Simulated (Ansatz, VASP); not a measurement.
## Two plane-wave programs on CsCl

INCAR

```
SYSTEM = CsCl
PREC = Accurate
ENCUT = 500
EDIFF = 1E-6
ISMEAR = 0
SIGMA = 0.01
LREAL = .False.
LASPH = .True.
NELM = 120
ALGO = Normal
ISIF = 2
LWAVE = .False.
LCHARG = .False.
GGA = PE
NBANDS = 15
GGA_COMPAT = .False.
```

The input KPOINTS:

```
Automatic mesh
0
Gamma
  6 6 6
  0 0 0
```

The input POSCAR:

```
CsCl
1.0
    4.1604722611      0.0000000000      0.0000000000
    0.0000000000      4.1604722611      0.0000000000
    0.0000000000      0.0000000000      4.1604722611
Cs Cl
1 1
Direct
    0.0000000000      0.0000000000      0.0000000000
    0.5000000000      0.5000000000      0.5000000000
```

Input for Ansatz:

```yaml
crystal:
  lattice:
    - [4.1604722611, 0.0, 0.0]
    - [0.0, 4.1604722611, 0.0]
    - [0.0, 0.0, 4.1604722611]
  atoms:
    - { symbol: Cs, position: [0.0, 0.0, 0.0] }
    - { symbol: Cl, position: [0.5, 0.5, 0.5] }
kpoints:
  mp_grid: { grid: [6, 6, 6] }
hamiltonian:
  xc: pbe
scf:
  occupations: { method: fixed }
  n_extra_bands: 4
output:
  forces: true
  stress: true
  eigenvalues: true
```

Alike in both runs: task single point; functional PBE; k mesh 6 × 6 × 6; no spin polarisation.

|  | VASP | Ansatz |
| --- | --- | --- |
| version | VASP 6.6.1 | Ansatz 0.2.0 |
| potentials or method | VASP PAW PBE potentials, release 64 (Cs_sv, Cl) | plane waves, PAW |
| plane-wave cutoff (eV) | 500 | 420 |
| occupations | gaussian, width 0.01 eV | fixed |
| valence electrons in the cell | 16 | 16 |

|  | VASP | Ansatz | Ansatz less VASP |
| --- | --- | --- | --- |
| gap on the k mesh at the Fermi level (eV) | 5.14 | 5.15 | +0.011 |
| pressure (GPa) | 0.5 | 0.5 | -0.01 |

Neither program's run includes spin-orbit coupling.
